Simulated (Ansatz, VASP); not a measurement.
**Two plane-wave programs on AlAu2**

File INCAR:

```
SYSTEM = AlAu2
  PREC = Accurate
  ENCUT = 520
  EDIFF = 1E-7
  ISMEAR = 0
  SIGMA = 0.15
  LREAL = .False.
  LASPH = .True.
  NELM = 60
  ALGO = Fast
  ISIF = 2
  LWAVE = .False.
  LCHARG = .False.
  GGA = CA
  NBANDS = 20
```

The input KPOINTS:

```
Automatic mesh
0
Gamma
  16 16 16
  0 0 0
```

Contents of POSCAR:

```
AlAu2
1.0
   -1.6358000000      1.6358000000      4.6750000000
    1.6358000000     -1.6358000000      4.6750000000
    1.6358000000      1.6358000000     -4.6750000000
Al Au
1 2
Direct
    0.0000000000      0.0000000000      0.0000000000
    0.6570428093      0.6570428093      0.0000000000
    0.3429571907      0.3429571907      0.0000000000
```

Input for Ansatz:

```yaml
crystal:
  lattice:
    - [-1.6358, 1.6358, 4.675]
    - [1.6358, -1.6358, 4.675]
    - [1.6358, 1.6358, -4.675]
  atoms:
    - { symbol: Al, position: [0.0, 0.0, 0.0] }
    - { symbol: Au, position: [0.6570428093, 0.6570428093, 0.0] }
    - { symbol: Au, position: [0.3429571907, 0.3429571907, 0.0] }
basis:
  ecutwfc: 420
kpoints:
  mp_grid: { grid: [16, 16, 16] }
hamiltonian:
  xc: lda
scf:
  occupations: { method: gaussian, width: 0.15 }
output:
  forces: true
  stress: true
  eigenvalues: true
  write_density: true
  write_potential: true
  elf: true
  volumetric_format: npy
```

Alike in both runs: task single point; functional LDA; k mesh 16 × 16 × 16; occupations gaussian, width 0.15 eV; no spin polarisation.

|  | VASP | Ansatz |
| --- | --- | --- |
| version | VASP 6.6.1 | Ansatz 0.2.0 |
| potentials or method | VASP PAW LDA potentials, release 64 (Al, Au), cutoff 520 eV | scalar-relativistic, plane waves, PAW |
| valence electrons in the cell | 25 | 41 |

VASP gave:

```
gap on the k mesh at the Fermi level (eV)                     : none
pressure (GPa)                                                : -8.4
traceless stress, the component that is largest in VASP (GPa) : -3.89
rms of the force components (eV/Å)                            : 0.222
```

Estimate Ansatz's values.

gap on the k mesh at the Fermi level (eV): none; pressure (GPa): -8.7; traceless stress, the component that is largest in VASP (GPa): -3.95; rms of the force components (eV/Å): 0.227.

LDA's correlation is that of Perdew and Zunger in VASP and of Perdew and Wang (1992) in Ansatz. Atom by atom the forces differ by 0.005 eV/Å (rms over components). A gap of «none» marks a metal or a gap that the smearing closes. VASP's potentials hold 25 valence electrons a cell and Ansatz's 41, so a difference there can come from the potentials and not from the codes.

Neither program's run includes spin-orbit coupling.
